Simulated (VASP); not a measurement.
Runs of VASP 6.6.1 on SnSe2. The structure is that of space group P-3m1 (No. 164), or close to it. The cells are those of the table. 

| task | level | cell | k mesh | cutoff (eV) | smearing | gap on the mesh (eV) | pressure (GPa) | largest force (eV/Å) |
| --- | --- | --- | --- | --- | --- | --- | --- | --- |
| single point | r2SCAN | a = 3.825, b = 3.825, c = 6.227 Å, angles 90.0, 90.0, 120.0°, 3 atoms | 12 × 12 × 4 | 520 | gaussian 0.01 eV | 1.01 | (a) | 0.02 |
| single point | PBE | a = 3.825, b = 3.825, c = 6.227 Å, angles 90.0, 90.0, 120.0°, 3 atoms | 6 × 6 × 2 | 520 | gaussian 0.01 eV | 0.79 | 3.0 | 0.26 |
| single point | PBE+D4 | a = 3.837, b = 3.837, c = 6.000 Å, angles 90.0, 90.0, 120.0°, 3 atoms | 12 × 12 × 4 | 520 | fermi-dirac 0.02 eV | 0.47 | 0.1 | 0.02 |
| relaxation of cell and atoms | PBE+D4 | relaxed from a = 3.839, b = 3.839, c = 6.004 Å, angles 90.0, 90.0, 120.0°, 3 atoms | 12 × 12 × 4 | 600 | fermi-dirac 0.02 eV | 0.47 | 0.0 | - |
| single point | r2SCAN+rVV10 | a = 3.825, b = 3.825, c = 6.227 Å, angles 90.0, 90.0, 120.0°, 3 atoms | 12 × 12 × 4 | 520 | fermi-dirac 0.02 eV | 0.99 | (c) | (b) |

Alike in all rows: potentials or basis VASP PAW PBE potentials, release 64 (Sn_d, Se); no spin polarisation.

Q: Estimate the missing entries.

A: (a) 1.0; (b) 0.03; (c) 0.2.

Caveats: some runs use coarse meshes; spin-orbit coupling is left out, which moves the levels of the heavy elements; the PAW data sets were made with another functional, which shifts forces and pressure a little (some runs); this functional lacks dispersion, which binds the layers, so the pressure and a relaxed spacing across them are unreliable (some runs).

A k mesh can miss the band edges, and the runs leave out spin-orbit coupling on Se, Sn.
